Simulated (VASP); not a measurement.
# Ga (Pm-3m) in VASP: settings compared, part 2 of 2

VASP 6.6.1.

### Step 3. Single point, PBEsol, non-collinear spin, zero start, spin-orbit coupling

The input, INCAR:

```
SYSTEM = Ga
ALGO     = Fast           ! electronic algorithm
EDIFF    = 1E-6           ! SCF threshold, eV
ENCUT    = 520            ! plane-wave cutoff, eV
GGA      = PS             ! functional
GGA_COMPAT= .False.      
ISIF     = 2              ! what is computed and relaxed
ISMEAR   = -1             ! smearing method
LASPH    = .True.         ! aspherical terms in the spheres
LCHARG   = .False.        ! write CHGCAR
LNONCOLLINEAR= .True.         ! non-collinear magnetism
LORBIT   = 11             ! projections on sites
LORBMOM  = .True.       
LREAL    = .False.        ! projectors in reciprocal space
LSORBIT  = .True.         ! spin-orbit coupling
LWAVE    = .False.        ! write WAVECAR
MAGMOM   = 0 0 0          ! initial moments
NBANDS   = 24             ! bands
NELM     = 150            ! most SCF steps
PREC     = Accurate       ! precision mode
SIGMA    = 0.05           ! smearing width, eV
```

The input, KPOINTS:

```
k-points
0
Gamma
  7 7 7
  0 0 0
```

The input, POSCAR:

```
Ga
1.0
    2.7164800000      0.0000000000      0.0000000000
    0.0000000000      2.7164800000      0.0000000000
    0.0000000000      0.0000000000      2.7164800000
Ga
1
Direct
    0.0000000000      0.0000000000      0.0000000000
```

Potentials or basis: VASP PAW PBE potentials, release 64 (Ga_d).

Command:

```
cat potpaw_PBE.64/Ga_d/POTCAR > POTCAR
mpirun -np 1 vasp_ncl > vasp.out
```

OUTCAR:

```text
SYSTEM = Ga
   EDIFF = 1E-6
   ENCUT = 520
   GGA = PS
   ISIF = 2
   ISMEAR = -1
   LASPH = .True.
   LNONCOLLINEAR = .True.
   LORBIT = 11
   LREAL = .False.
   LSORBIT = .True.
   NELM = 150
   PREC = Accurate

 ion  position               nearest neighbor table
   1  0.000  0.000  0.000-

  LATTYP: Found a simple cubic cell.
 ALAT       =     2.7164800000

  Lattice vectors:

 A1 = (   2.7164800000,   0.0000000000,   0.0000000000)
 A2 = (   0.0000000000,   2.7164800000,   0.0000000000)
 A3 = (   0.0000000000,   0.0000000000,   2.7164800000)

Analysis of symmetry for initial positions (statically):
=====================================================================
 Subroutine PRICEL returns:
 Original cell was already a primitive cell.

 Routine SETGRP: Setting up the symmetry group for a
 simple cubic supercell.

 Subroutine GETGRP returns: Found 48 space group operations
 (whereof 48 operations were pure point group operations)
 out of a pool of 48 trial point group operations.

The static configuration has the point symmetry O_h .

Analysis of symmetry for dynamics (positions and initial velocities):
=====================================================================
 Subroutine PRICEL returns:
 Original cell was already a primitive cell.

 Routine SETGRP: Setting up the symmetry group for a
 simple cubic supercell.

 Subroutine GETGRP returns: Found 48 space group operations
 (whereof 48 operations were pure point group operations)
 out of a pool of 48 trial point group operations.

The dynamic configuration has the point symmetry O_h .

Analysis of structural, dynamic, and magnetic symmetry:
=====================================================================
 Subroutine PRICEL returns:
 Original cell was already a primitive cell.

 Routine SETGRP: Setting up the symmetry group for a
 simple cubic supercell.

 Subroutine GETGRP returns: Found 48 space group operations
 (whereof 48 operations were pure point group operations)
 out of a pool of 48 trial point group operations.

The overall configuration has the point symmetry O_h .

 Subroutine INISYM returns: Found 48 space group operations
 (whereof 48 operations are pure point group operations),
 and found     1 'primitive' translations

----------------------------------------------------------------------------------------

                                     Primitive cell

  volume of cell :      20.0456

  direct lattice vectors                    reciprocal lattice vectors
     2.716480000  0.000000000  0.000000000     0.368123454  0.000000000  0.000000000
     0.000000000  2.716480000  0.000000000     0.000000000  0.368123454  0.000000000
     0.000000000  0.000000000  2.716480000     0.000000000  0.000000000  0.368123454

  length of vectors
     2.716480000  2.716480000  2.716480000     0.368123454  0.368123454  0.368123454

  position of ions in fractional coordinates (direct lattice)
     0.000000000  0.000000000  0.000000000

  ion indices of the primitive-cell ions
   primitive index   ion index
                 1           1

[... 91 lines left out ...]
   GGA     = PS    functional components
   LHFCALC =     F    Hartree Fock is set to
   AEXX    =    0.0000 exact exchange contribution
   IVDW    =     0    specifies the selected vdW correction
   LEPSILON=     F    determine dielectric tensor
   LRPA    =     F    only Hartree local field effects (RPA)
 RMM-DIIS sequential band-by-band and
  energy-cutoff  :      520.00
  volume of cell :       20.05
 maximum number of plane-waves:      1100
   NGX = 11   NGY = 11   NGZ = 11

 number of electron      13.0000000 magnetization       0.0000000      0.0000000      0.0000000

 number of electron      13.0000027 magnetization       0.0000000     -0.0000000     -0.0000000

 number of electron      13.0000027 magnetization      -0.0000000      0.0000000      0.0000000

 Free energy of the ion-electron system (eV)
  ---------------------------------------------------
  ext. energy  EPLUGINS =         0.00000000
  ---------------------------------------------------
  free energy    TOTEN  =        -3.26521580 eV

  energy without entropy =       -3.25740629  energy(sigma->0) =       -3.26131104

 E-fermi :   4.6489     XC(G=0): -10.7811

 val. band max:        4.5974870970   @ k =   0.4286   0.4286   0.1429
 cond. band min:       4.6928639526   @ k =   0.4286   0.4286   0.4286
 fundamental gap:      0.0953768556
 Fermi energy:         4.6489203632

 k-point     1 :       0.0000    0.0000    0.0000
  band No.  band energies     occupation
      1     -10.5637      1.00000
      2     -10.5637      1.00000
      3     -10.5637      1.00000
      4     -10.5637      1.00000
      5      -9.9483      1.00000
      6      -9.9483      1.00000
[... 529 lines left out ...]
     23      13.4730      0.00000
     24      13.4730      0.00000

------------------------ aborting loop because EDIFF is reached ----------------------------------------

  FORCE on cell =-STRESS in cart. coord.  units (eV):
  Direction    XX          YY          ZZ          XY          YZ          ZX
  --------------------------------------------------------------------------------------
  -------------------------------------------------------------------------------------
  Total       -0.5123878     -0.5123878     -0.5123878      0.0000000     -0.0000000      0.0000000
  in kB      -40.9533889    -40.9533889    -40.9533889      0.0000000     -0.0000000      0.0000000
  external PRESSURE =     -40.9533889 kB  Pullay stress =       0.0000000 kB

 VOLUME and BASIS-vectors are now :
 -----------------------------------------------------------------------------
  energy-cutoff  :      520.00
  volume of cell :       20.05
      direct lattice vectors                 reciprocal lattice vectors
     2.716480000  0.000000000  0.000000000     0.368123454  0.000000000  0.000000000
     0.000000000  2.716480000  0.000000000     0.000000000  0.368123454  0.000000000
     0.000000000  0.000000000  2.716480000     0.000000000  0.000000000  0.368123454

 POSITION                                       TOTAL-FORCE (eV/Angst)
 -----------------------------------------------------------------------------------
      0.00000      0.00000      0.00000         0.000000      0.000000      0.000000
 -----------------------------------------------------------------------------------
    total drift:                               -0.000000      0.000000      0.000000

  FREE ENERGIE OF THE ION-ELECTRON SYSTEM (eV)
  ---------------------------------------------------
  free  energy   TOTEN  =        -3.2652157973 eV

  energy  without entropy=       -3.2574062883  energy(sigma->0) =       -3.26131104

 orbital moment (x)

 # of ion     p       d       tot
 ----------------------------------------
  1         0.000  -0.000  -0.000
 ----------------------------------------
            0.000  -0.000  -0.000

 orbital moment (y)

 # of ion     p       d       tot
 ----------------------------------------
  1         0.000   0.000   0.000
 ----------------------------------------
            0.000   0.000   0.000

 orbital moment (z)

 # of ion     p       d       tot
 ----------------------------------------
  1         0.000   0.000   0.000
 ----------------------------------------
            0.000   0.000   0.000

 Spin-Orbit-Coupling matrix elements

 Ion:    1  E_soc:     -0.0116135
 l=   1
     0.0000000    -0.0010934    -0.0010934
    -0.0010934     0.0000000    -0.0010934
    -0.0010934    -0.0010934     0.0000000
 l=   2
     0.0000000    -0.0001683     0.0000000    -0.0001683    -0.0006739
    -0.0001683     0.0000000    -0.0005054    -0.0001683    -0.0001685
     0.0000000    -0.0005054     0.0000000    -0.0005054     0.0000000
    -0.0001683    -0.0001683    -0.0005054     0.0000000    -0.0001685
    -0.0006739    -0.0001685     0.0000000    -0.0001685     0.0000000
 l=   3
     0.0000000     0.0000000     0.0000000     0.0000000     0.0000000     0.0000000     0.0000000
     0.0000000     0.0000000     0.0000000     0.0000000     0.0000000     0.0000000     0.0000000
     0.0000000     0.0000000     0.0000000     0.0000000     0.0000000     0.0000000     0.0000000
     0.0000000     0.0000000     0.0000000     0.0000000     0.0000000     0.0000000     0.0000000
     0.0000000     0.0000000     0.0000000     0.0000000     0.0000000     0.0000000     0.0000000
     0.0000000     0.0000000     0.0000000     0.0000000     0.0000000     0.0000000     0.0000000
     0.0000000     0.0000000     0.0000000     0.0000000     0.0000000     0.0000000     0.0000000

 total charge

# of ion       s       p       d       tot
------------------------------------------
    1        0.991   0.623   9.945  11.559

 magnetization (x)

# of ion       s       p       d       tot
------------------------------------------
    1        0.000   0.000   0.000   0.000

 magnetization (y)

# of ion       s       p       d       tot
------------------------------------------
    1        0.000  -0.000   0.000  -0.000

 magnetization (z)

# of ion       s       p       d       tot
------------------------------------------
    1        0.000  -0.000   0.000  -0.000
```

Wall time 7.7 s (1 thread of Intel Xeon 6975P-C (Granite Rapids), shared host); peak memory 0.16 GiB.

What came out:

| Quantity | Value |
| --- | --- |
| Free energy | -3.2652 eV |
| Pressure | -4.1 GPa |
| Net moment | 0.00 μB per cell |
| Valence electrons inside the program's atomic spheres | Ga 11.56 |

Moments on the atoms (μB; x, y, z):
```
Ga  0.00 0.00 0.00
```

Caveat: the PAW data sets were made with another functional, which shifts forces and pressure a little.

### Step 4. Relaxation of cell and atoms, LDA

The input, INCAR:

```
SYSTEM = Ga
ALGO = Fast ; EDIFF = 1E-7
EDIFFG = -0.01 ; ENCUT = 600
IBRION = 2 ; ISIF = 3
ISMEAR = -1 ; LASPH = .TRUE.
LCHARG = .FALSE. ; LREAL = .FALSE.
LWAVE = .FALSE. ; NELM = 80
NSW = 60 ; PREC = Accurate
SIGMA = 0.05
```

The input, KPOINTS:

```
k-points
0
G
  10 10 10
  0 0 0
```

POSCAR is that of step 3.

Potentials or basis: VASP PAW LDA potentials, release 64 (Ga_d).

Command:

```
cat potpaw_LDA.64/Ga_d/POTCAR > POTCAR
mpirun -np 1 vasp_std > vasp.out
```

Wall time 9.1 s (1 thread of Intel Xeon 6975P-C (Granite Rapids), shared host); peak memory 0.13 GiB.

The run converged. Its results:

- Free energy: -3.5274 eV
- Relaxed volume: 18.07 Å³/atom
- Relaxed cell: a = 2.624 Å, b = 2.624 Å, c = 2.624 Å, α = 90.00°, β = 90.00°, γ = 90.00°
- Space group after relaxing (to 0.05 Å): Pm-3m (No. 221)
- Energy gained by relaxing: 34.0 meV/atom
- Ionic steps: 3
- Pressure after relaxing: 0.0 GPa

The path:
| step | energy change (eV) | largest force (eV/Å) | pressure (GPa) | volume (Å³) |
| --- | --- | --- | --- | --- |
| 1 | 0.0000 | 0.0000 | -4.69 | 20.05 |
| 2 | -0.0328 | 0.0000 | -1.15 | 18.39 |
| 3 | -0.0340 | 0.0000 | 0.01 | 18.07 |

Final structure:
```yaml
crystal:
  lattice:
    - [2.62406, 0.00000, 0.00000]
    - [0.00000, 2.62406, 0.00000]
    - [0.00000, 0.00000, 2.62406]
  atoms:
    - { symbol: Ga, position: [0.00000, 0.00000, 0.00000] }
```

Levels at points of the mesh, in eV from the Fermi level:
```csv
k point,band 2,band 3,band 4,band 5,band 6,band 7,band 8,band 9,band 10
"(0.00, 0.00, 0.00)",-15.36,-14.71,-14.71,-14.71,-11.31,9.60,9.60,9.60,12.66
"(0.50, 0.00, 0.00)",-14.97,-14.89,-14.89,-14.69,-6.41,-4.57,13.43,13.43,16.72
"(0.50, 0.50, 0.00)",-15.13,-14.86,-14.86,-14.54,-1.32,-0.82,-0.82,4.34,17.43
"(0.50, 0.50, 0.50)",-15.15,-15.15,-14.53,-14.53,2.80,2.80,2.80,4.89,8.62
```

### Step 5. Overview

```tsv
task	level	potentials or basis	spin	cell	k mesh	cutoff (eV)	gap on the mesh (eV)	pressure (GPa)
relaxation of cell and atoms	PBE	VASP PAW PBE potentials, release 64 (Ga_d)	off	relaxed to 30 GPa	10 × 10 × 10	600	none	30.0
single point	PBEsol	VASP PAW PBE potentials, release 64 (Ga_d)	non-collinear, zero start, SOC	as given	7 × 7 × 7	520	-	-4.1
relaxation of cell and atoms	LDA	VASP PAW LDA potentials, release 64 (Ga_d)	off	relaxed	10 × 10 × 10	600	none	0.0
```

Alike in all rows: smearing fermi-dirac 0.05 eV.

Caveats: the cell is relaxed towards a set pressure, so the enthalpy falls and the energy may rise (some runs); the volume moved by over 15 % at a fixed basis, so the end points are rough (some runs); the PAW data sets were made with another functional, which shifts forces and pressure a little (some runs).

Absolute energies hang on the potentials; compare differences alone.
